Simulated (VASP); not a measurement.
# SnO2 (P2_12_12) in VASP: a series of runs

The runs below take SnO2 through single point, with LDA.

All numbers are computed with VASP 6.6.1; they aren't measurements. Logs are shortened: lines on timing, memory, paths and dates and some standing lists are left out, and cuts for length are marked.

### 1 The cell of the first run

It takes space group P2_12_12 (No. 18, orthorhombic). Conventional cell: a = 4.721 Å, b = 4.721 Å, c = 3.189 Å, α = 90.00°, β = 90.00°, γ = 90.00°. Sn (site symmetry 2) has 6 O at 2.06 to 2.16 Å within 2.7 Å. O (site symmetry 1) has 3 Sn at 2.06 to 2.16 Å and 4 O at 2.50 to 2.76 Å within 2.8 Å.

### 2 Single point, LDA (atoms displaced along a vibrational mode)

Input file INCAR:

```
SYSTEM = SnO2
PREC = Accurate
ENCUT = 520
EDIFF = 1E-6
ISMEAR = 0
SIGMA = 0.05
LREAL = .False.
LASPH = .True.
NELM = 100
ALGO = Normal
ISIF = 2
LWAVE = .False.
LCHARG = .True.
LELF = .True.
LVHAR = .True.
NBANDS = 35
```

Input file KPOINTS:

```
regular mesh
0
Gamma
  6 6 8
  0 0 0
```

Input file POSCAR:

```
SnO2
1.0
    4.7207174017      0.0000000000      0.0000000000
    0.0000000000      4.7207174017      0.0000000000
    0.0000000000      0.0000000000      3.1887553105
Sn O
2 4
Direct
    0.0000000000      0.0000000000     -0.0526851337
    0.5000000000      0.5000000000      0.5526851337
    0.2344479741      0.3777651251      0.0306530775
    0.2655520259      0.8777651251      0.4693469225
    0.7655520259      0.6222348749      0.0306530775
    0.7344479741      0.1222348749      0.4693469225
```

Potentials or basis: VASP PAW LDA potentials, release 64 (Sn_d, O).

Launch:

```console
$ cat potpaw_LDA.64/Sn_d/POTCAR potpaw_LDA.64/O/POTCAR > POTCAR
$ mpirun -np 1 vasp_std > vasp.out
```

OUTCAR:

```text
SYSTEM = SnO2
   PREC = Accurate
   ENCUT = 520
   EDIFF = 1E-6
   ISMEAR = 0
   LREAL = .False.
   LASPH = .True.
   NELM = 100
   ISIF = 2

 ion  position               nearest neighbor table
   1  0.000  0.000  0.947-   4 2.06   6 2.06   5 2.12   3 2.12   4 2.16   6 2.16   2 3.57   2 3.57
                             2 3.57   2 3.57
   2  0.500  0.500  0.553-   3 2.06   5 2.06   4 2.12   6 2.12   3 2.16   5 2.16   1 3.57   1 3.57
                             1 3.57   1 3.57
   3  0.234  0.378  0.031-   2 2.06   1 2.12   2 2.16
   4  0.266  0.878  0.469-   1 2.06   2 2.12   1 2.16
   5  0.766  0.622  0.031-   2 2.06   1 2.12   2 2.16
   6  0.734  0.122  0.469-   1 2.06   2 2.12   1 2.16

  LATTYP: Found a simple tetragonal cell.
 ALAT       =     4.7207174017
 C/A-ratio  =     0.6754810846

  Lattice vectors:

 A1 = (   4.7207174017,   0.0000000000,   0.0000000000)
 A2 = (   0.0000000000,   4.7207174017,   0.0000000000)
 A3 = (   0.0000000000,   0.0000000000,   3.1887553105)

Analysis of symmetry for initial positions (statically):
=====================================================================
 Subroutine PRICEL returns:
 Original cell was already a primitive cell.

 Routine SETGRP: Setting up the symmetry group for a
 simple tetragonal supercell.

 Subroutine GETGRP returns: Found  4 space group operations
 (whereof  2 operations were pure point group operations)
 out of a pool of 16 trial point group operations.

The static configuration has the point symmetry C_2 .
 The point group associated with its full space group is D_2 .

Analysis of symmetry for dynamics (positions and initial velocities):
=====================================================================
 Subroutine PRICEL returns:
 Original cell was already a primitive cell.

 Routine SETGRP: Setting up the symmetry group for a
 simple tetragonal supercell.

 Subroutine GETGRP returns: Found  4 space group operations
 (whereof  2 operations were pure point group operations)
 out of a pool of 16 trial point group operations.

The dynamic configuration has the point symmetry C_2 .
 The point group associated with its full space group is D_2 .

 Subroutine INISYM returns: Found  4 space group operations
 (whereof  2 operations are pure point group operations),
 and found     1 'primitive' translations

----------------------------------------------------------------------------------------

                                     Primitive cell

  volume of cell :      71.0620

  direct lattice vectors                    reciprocal lattice vectors
     4.720717402  0.000000000  0.000000000     0.211832210  0.000000000  0.000000000
     0.000000000  4.720717402  0.000000000     0.000000000  0.211832210  0.000000000
     0.000000000  0.000000000  3.188755310     0.000000000  0.000000000  0.313601987

  length of vectors
     4.720717402  4.720717402  3.188755310     0.211832210  0.211832210  0.313601987

  position of ions in fractional coordinates (direct lattice)
     0.000000000  0.000000000  0.947314866
     0.500000000  0.500000000  0.552685134
     0.234447974  0.377765125  0.030653077
     0.265552026  0.877765125  0.469346923
     0.765552026  0.622234875  0.030653077
     0.734447974  0.122234875  0.469346923

  ion indices of the primitive-cell ions
   primitive index   ion index
                 1           1
                 2           2
                 3           3
                 4           4
                 5           5
                 6           6

----------------------------------------------------------------------------------------

 KPOINTS: regular mesh

Automatic generation of k-mesh.
 Grid dimensions read from file:
 generate k-points for:    6    6    8

 Generating k-lattice:

  Cartesian coordinates                     Fractional coordinates (reciprocal lattice)
     0.035305368  0.000000000  0.000000000     0.166666667  0.000000000  0.000000000
     0.000000000  0.035305368  0.000000000     0.000000000  0.166666667  0.000000000
     0.000000000  0.000000000  0.039200248     0.000000000  0.000000000  0.125000000

  Length of vectors
     0.035305368  0.035305368  0.039200248

  Shift w.r.t. Gamma in fractional coordinates (k-lattice)
     0.000000000  0.000000000  0.000000000

 Subroutine IBZKPT returns following result:
 ===========================================

 Found     80 irreducible k-points:

 Following reciprocal coordinates:
            Coordinates               Weight
  0.000000  0.000000  0.000000      1.000000
  0.166667  0.000000  0.000000      2.000000
  0.000000  0.166667  0.000000      2.000000
  0.333333  0.000000  0.000000      2.000000
  0.000000  0.333333  0.000000      2.000000
  0.500000  0.000000  0.000000      1.000000
[... 16 lines left out ...]
  0.000000  0.500000  0.125000      2.000000
  0.166667  0.166667  0.125000      8.000000
 [... further k-points ...]
   k-points           NKPTS =     80   k-points in BZ     NKDIM =     80   number of bands    NBANDS=     35
   number of dos      NEDOS =    301   number of ions     NIONS =      6
   total plane-waves  NPLWV =  31104
   dimension x,y,z NGX =    36 NGY =   36 NGZ =   24
   dimension x,y,z NGXF=    72 NGYF=   72 NGZF=   48
   ions per type =               2   4
   NGX,Y,Z   is equivalent  to a cutoff of  12.68, 12.68, 12.51 a.u.
   NGXF,Y,Z  is equivalent  to a cutoff of  25.36, 25.36, 25.02 a.u.
 SYSTEM =  SnO2
   PREC   = accura    normal or accurate (medium, high low for compatibility)
   ISTART =      0    job   : 0-new  1-cont  2-samecut
   ICHARG =      2    charge: 1-file 2-atom 10-const
   ISPIN  =      1    spin polarized calculation?
   LNONCOLLINEAR =      F non collinear calculations
   LSORBIT =      F    spin-orbit coupling
   LASPH  =      T    aspherical Exc in radial PAW
   ENCUT  =  520.0 eV  38.22 Ry    6.18 a.u.   8.78  8.78  5.93*2*pi/ulx,y,z
   NELM   =    100;   NELMIN=  2; NELMDL= -5     # of ELM steps
   EDIFF  = 0.1E-05   stopping-criterion for ELM
   LREAL  =      F    real-space projection
   EDIFFG = 0.1E-04   stopping-criterion for IOM
   NSW    =      0    number of steps for IOM
   IBRION =     -1    ionic relax: 0-MD 1-quasi-New 2-CG
   NFREE  =      0    steps in history (QN), initial steepest desc. (CG)
   ISIF   =      2    stress and relaxation
   ISYM   =      2    0-nonsym 1-usesym 2-fastsym
   POTIM  = 0.5000    time-step for ionic-motion
   TEBEG  =    0.0;   TEEND  =   0.0 temperature during run
   PSTRESS=    0.0 pullay stress
   NELECT =      52.0000    total number of electrons
   NUPDOWN=      -1.0000    fix difference up-down
   EMIN   =  10.00;   EMAX   =-10.00  energy-range for DOS
   EFERMI =   0.00;   METHOD = LEGACY
   ISMEAR =     0;   SIGMA  =   0.05  broadening in eV -4-tet -1-fermi 0-gaus
   EFERMI_NEDOS =   21; number of points for ismear=-14 and -15
   IALGO  =     38    algorithm
   IMIX   =      4    mixing-type and parameters
     AMIX     =   0.40;   BMIX     =  1.00
     AMIX_MAG =   1.60;   BMIX_MAG =  1.00
  volume/ion in A,a.u.               =      11.84        79.92
  Fermi-wavevector in a.u.,A,eV,Ry     =   1.475243  2.787805 29.610927  2.176342
  Thomas-Fermi vector in A             =   2.589916
   LORBIT       =      0    0 simple, 1 ext, 2 COOP (PROOUT), +10 PAW based schemes
   GGA     = CA    functional components
   LHFCALC =     F    Hartree Fock is set to
   AEXX    =    0.0000 exact exchange contribution
   IVDW    =     0    specifies the selected vdW correction
   LEPSILON=     F    determine dielectric tensor
   LRPA    =     F    only Hartree local field effects (RPA)
 non-spin polarized calculation
 Gauss-broadening in eV      SIGMA  =   0.05
  energy-cutoff  :      520.00
  volume of cell :       71.06
 maximum number of plane-waves:      1934
   NGX = 17   NGY = 17   NGZ = 11

 number of electron      51.9999988 magnetization

 Free energy of the ion-electron system (eV)
  ---------------------------------------------------
  ext. energy  EPLUGINS =         0.00000000
  ---------------------------------------------------
  free energy    TOTEN  =       -41.31209561 eV

  energy without entropy =      -41.31209561  energy(sigma->0) =      -41.31209561

 E-fermi :   6.2630     XC(G=0): -11.9317

 val. band max:        6.0498710393   @ k =   0.1667   0.0000   0.0000
 cond. band min:       6.9672504618   @ k =   0.0000   0.0000   0.0000
 fundamental gap:      0.9173794225
 Fermi energy:         6.2629942468

 k-point     1 :       0.0000    0.0000    0.0000
  band No.  band energies     occupation
      1     -14.8356      2.00000
      2     -14.2278      2.00000
      3     -14.0584      2.00000
      4     -14.0284      2.00000
      5     -14.0089      2.00000
      6     -13.9335      2.00000
[... 27 lines left out ...]
     34      17.5446      0.00000
     35      17.6332      0.00000

 k-point     2 :       0.1667    0.0000    0.0000
  band No.  band energies     occupation
      1     -14.7978      2.00000
      2     -14.2630      2.00000
      3     -14.0566      2.00000
      4     -14.0240      2.00000
      5     -14.0184      2.00000
      6     -13.9306      2.00000
[... 27 lines left out ...]
     34      17.6393      0.00000
     35      18.4234      0.00000

 k-point     3 :       0.0000    0.1667    0.0000
  band No.  band energies     occupation
      1     -14.7996      2.00000
      2     -14.2655      2.00000
      3     -14.0598      2.00000
      4     -14.0355      2.00000
      5     -14.0062      2.00000
      6     -13.9318      2.00000
[... 27 lines left out ...]
     34      17.6569      0.00000
     35      18.0015      0.00000
[... 723 lines left out ...]
 k-point    23 :       0.0000    0.5000    0.1250
  band No.  band energies     occupation
      1     -14.5148      2.00000
      2     -14.5148      2.00000
      3     -14.1290      2.00000
      4     -14.1290      2.00000
      5     -13.9749      2.00000
      6     -13.9749      2.00000
[... 27 lines left out ...]
     34      17.2976      0.00000
     35      18.2541      0.00000

 k-point    24 :       0.1667    0.1667    0.1250
  band No.  band energies     occupation
      1     -14.7147      2.00000
      2     -14.2745      2.00000
      3     -14.1369      2.00000
      4     -14.1115      2.00000
      5     -14.0238      2.00000
      6     -13.9329      2.00000
[... 27 lines left out ...]
     34      17.3802      0.00000
     35      18.2668      0.00000

 [... further k-points ...]

------------------------ aborting loop because EDIFF is reached ----------------------------------------

  FORCE on cell =-STRESS in cart. coord.  units (eV):
  Direction    XX          YY          ZZ          XY          YZ          ZX
  --------------------------------------------------------------------------------------
  -------------------------------------------------------------------------------------
  Total       -2.7103588     -2.5869514     -4.0310780      0.0000000      0.0000000      0.0000000
  in kB      -61.1082964    -58.3259279    -90.8854971      0.0000000      0.0000000      0.0000000
  external PRESSURE =     -70.1065738 kB  Pullay stress =       0.0000000 kB

 VOLUME and BASIS-vectors are now :
 -----------------------------------------------------------------------------
  energy-cutoff  :      520.00
  volume of cell :       71.06
      direct lattice vectors                 reciprocal lattice vectors
     4.720717402  0.000000000  0.000000000     0.211832210  0.000000000  0.000000000
     0.000000000  4.720717402  0.000000000     0.000000000  0.211832210  0.000000000
     0.000000000  0.000000000  3.188755310     0.000000000  0.000000000  0.313601987

 POSITION                                       TOTAL-FORCE (eV/Angst)
 -----------------------------------------------------------------------------------
      0.00000      0.00000      3.02076         0.000000      0.000000      1.270902
      2.36036      2.36036      1.76238         0.000000      0.000000     -1.270902
      1.10676      1.78332      0.09775         1.104345     -0.561624     -0.253866
      1.25360      4.14368      1.49663        -1.104345     -0.561624      0.253866
      3.61395      2.93740      0.09775        -1.104345      0.561624     -0.253866
      3.46712      0.57704      1.49663         1.104345      0.561624      0.253866
 -----------------------------------------------------------------------------------
    total drift:                                0.000001      0.000000      0.000000

  FREE ENERGIE OF THE ION-ELECTRON SYSTEM (eV)
  ---------------------------------------------------
  free  energy   TOTEN  =       -41.3120956121 eV

  energy  without entropy=      -41.3120956121  energy(sigma->0) =      -41.31209561
```

Wall time 3.7 min (1 thread of Intel Xeon 8259CL, shared host); peak memory 0.26 GiB.

Results:

| Property | Result |
| --- | --- |
| Free energy | -41.3121 eV |
| Pressure | -7.0 GPa |
| Largest force | 1.271 eV/Å |
| Band gap on the k mesh | 0.92 eV (least direct gap 0.93 eV) |

Forces in eV/Å, atoms in the order of the input:
```
Sn   0.000  0.000  1.271
Sn   0.000  0.000 -1.271
O    1.104 -0.562 -0.254
O   -1.104 -0.562  0.254
O   -1.104  0.562 -0.254
O    1.104  0.562  0.254
```

Caveat: the cell differs from its parent crystal (atoms displaced along a vibrational mode); the cell stands under tension; spin-orbit coupling is left out, which moves the levels of the heavy elements; forces of over 1 eV/Å act on the atoms, so gaps and moduli don't describe the material at rest.

### 3 Single point, LDA (atoms displaced along a vibrational mode)

Input file INCAR:

```
PREC = Accurate
ENCUT = 520
EDIFF = 1E-6
ISMEAR = 0
SIGMA = 0.05
LREAL = F
LASPH = T
NELM = 100
ALGO = Normal
ISIF = 2
LWAVE = F
LCHARG = F
GGA = CA
NBANDS = 35
```

Input file KPOINTS:

```
regular mesh
0
Gamma
  6 6 8
```

Input file POSCAR:

```
SnO2
1.0
    4.7207174017      0.0000000000      0.0000000000
    0.0000000000      4.7207174017      0.0000000000
    0.0000000000      0.0000000000      3.1887553105
Sn O
2 4
Direct
    0.0000000000      0.0000000000     -0.0658564172
    0.5000000000      0.5000000000      0.5658564172
    0.2702772619      0.3419358373      0.0383163468
    0.2297227381      0.8419358373      0.4616836532
    0.7297227381      0.6580641627      0.0383163468
    0.7702772619      0.1580641627      0.4616836532
```

Potentials or basis: VASP PAW LDA potentials, release 64 (Sn_d, O).

Launch:

```console
$ cat potpaw_LDA.64/Sn_d/POTCAR potpaw_LDA.64/O/POTCAR > POTCAR
$ mpirun -np 1 vasp_std > vasp.out
```

Wall time 2.8 min (1 thread of Intel Xeon 8259CL, shared host); peak memory 0.26 GiB.

Results (log left out):

```
Free energy            : -41.7387 eV
Pressure               : -1.0 GPa
Largest force          : 1.964 eV/Å
Band gap on the k mesh : 1.23 eV (least direct gap 1.32 eV)
```

Forces on the atoms (eV/Å):
```
Sn   0.000  0.000  1.964
Sn   0.000  0.000 -1.964
O   -0.050 -0.365 -0.174
O    0.050 -0.365  0.174
O    0.050  0.365 -0.174
O   -0.050  0.365  0.174
```

Stress tensor (GPa, compression positive):
```
-0.98  0.00  0.00
 0.00  0.05  0.00
 0.00  0.00 -2.04
```

Levels at points of the mesh, in eV from the valence-band top:
```
           k point  band 24  band 25  band 26  band 27  band 28  band 29
(0.00, 0.00, 0.00)    -0.44    -0.22    -0.08     1.23     5.93     6.19
(0.50, 0.00, 0.00)    -1.01    -0.09    -0.09     3.95     3.95     6.35
(0.00, 0.50, 0.00)    -1.00    -0.51    -0.51     4.34     4.34     7.46
(0.50, 0.50, 0.00)    -1.13    -0.56    -0.56     4.67     4.67     7.12
(0.00, 0.00, 0.50)    -1.10    -0.80    -0.79     5.38     6.29     9.15
(0.50, 0.00, 0.50)    -0.87    -0.60    -0.60     6.14     6.14     8.03
(0.00, 0.50, 0.50)    -0.98    -0.40    -0.40     5.90     5.90     7.48
(0.50, 0.50, 0.50)    -0.80    -0.48    -0.48     4.76     4.76     8.36
```

Caveat: the cell differs from its parent crystal (atoms displaced along a vibrational mode); spin-orbit coupling is left out, which moves the levels of the heavy elements; forces of over 1 eV/Å act on the atoms, so gaps and moduli don't describe the material at rest. A k mesh can miss the band edges.

### 4 Single point, LDA (atoms displaced along a vibrational mode)

Input file INCAR:

```
SYSTEM = SnO2
  ALGO = Normal
  EDIFF = 1E-6
  ENCUT = 520
  ISIF = 2
  ISMEAR = 0
  LASPH = .True.
  LCHARG = .False.
  LREAL = .False.
  LWAVE = .False.
  NBANDS = 35
  NELM = 60
  PREC = Accurate
  SIGMA = 0.05
```

Input file KPOINTS:

```
k-points
0
Gamma
  6 6 8
  0 0 0
```

Input file POSCAR:

```
SnO2
1.0
    4.7207174017      0.0000000000      0.0000000000
    0.0000000000      4.7207174017      0.0000000000
    0.0000000000      0.0000000000      3.1887553105
Sn O
2 4
Direct
    0.0000000000      0.0000000000     -0.0658564172
    0.5000000000      0.5000000000      0.5658564172
    0.2344479741      0.3777651251      0.0383163468
    0.2655520259      0.8777651251      0.4616836532
    0.7655520259      0.6222348749      0.0383163468
    0.7344479741      0.1222348749      0.4616836532
```

Launch:

```console
$ cat potpaw_LDA.64/Sn_d/POTCAR potpaw_LDA.64/O/POTCAR > POTCAR
$ mpirun -np 1 vasp_std > vasp.out
```

It took 3.3 min on 1 thread of Intel Xeon 8259CL, shared host; peak memory 0.26 GiB.

Results (log left out):

```
Free energy            : -41.1638 eV
Pressure               : -6.8 GPa
Largest force          : 1.598 eV/Å
Band gap on the k mesh : 0.84 eV (least direct gap 0.85 eV)
```

Forces on the atoms (eV/Å):
```
Sn   0.000  0.000  1.598
Sn   0.000  0.000 -1.598
O    1.012 -0.627 -0.317
O   -1.012 -0.627  0.317
O   -1.012  0.627 -0.317
O    1.012  0.627  0.317
```

Stress tensor (GPa, compression positive):
```
-5.31  0.00  0.00
 0.00 -5.69  0.00
 0.00  0.00 -9.43
```

Levels at points of the mesh, in eV from the valence-band top:
| k point | band 24 | band 25 | band 26 | band 27 | band 28 | band 29 |
| --- | --- | --- | --- | --- | --- | --- |
| (0.00, 0.00, 0.00) | -0.74 | -0.36 | -0.01 | 0.84 | 5.09 | 6.02 |
| (0.50, 0.00, 0.00) | -1.22 | -0.21 | -0.21 | 3.15 | 3.15 | 5.73 |
| (0.00, 0.50, 0.00) | -1.11 | -0.53 | -0.53 | 3.80 | 3.80 | 7.42 |
| (0.50, 0.50, 0.00) | -1.44 | -0.41 | -0.41 | 4.18 | 4.18 | 6.31 |
| (0.00, 0.00, 0.50) | -1.45 | -0.36 | -0.34 | 4.39 | 5.23 | 8.14 |
| (0.50, 0.00, 0.50) | -1.42 | -0.62 | -0.62 | 5.23 | 5.23 | 7.56 |
| (0.00, 0.50, 0.50) | -1.13 | -0.19 | -0.19 | 4.77 | 4.77 | 6.50 |
| (0.50, 0.50, 0.50) | -1.28 | -0.40 | -0.40 | 4.14 | 4.14 | 7.90 |

Caveat: the cell differs from its parent crystal (atoms displaced along a vibrational mode); the cell stands under tension; spin-orbit coupling is left out, which moves the levels of the heavy elements; forces of over 1 eV/Å act on the atoms, so gaps and moduli don't describe the material at rest.

### 5 The runs side by side

| cell | gap on the mesh (eV) | pressure (GPa) | largest force (eV/Å) |
| --- | --- | --- | --- |
| as given, atomic positions A | 0.92 | -7.0 | 1.27 |
| as given, atomic positions B | 1.23 | -1.0 | 1.96 |
| as given, atomic positions C | 0.84 | -6.8 | 1.60 |

Alike in all rows: task single point; level LDA; potentials or basis VASP PAW LDA potentials, release 64 (Sn_d, O); no spin polarisation; k mesh 6 × 6 × 8; cutoff (eV) 520; smearing gaussian 0.05 eV.

Caveats: spin-orbit coupling is left out, which moves the levels of the heavy elements; forces of over 1 eV/Å act on the atoms, so gaps and moduli don't describe the material at rest; the cell stands under tension (at least some runs).

Total energies depend on the potentials used, so only differences within one code and one set of settings carry meaning.
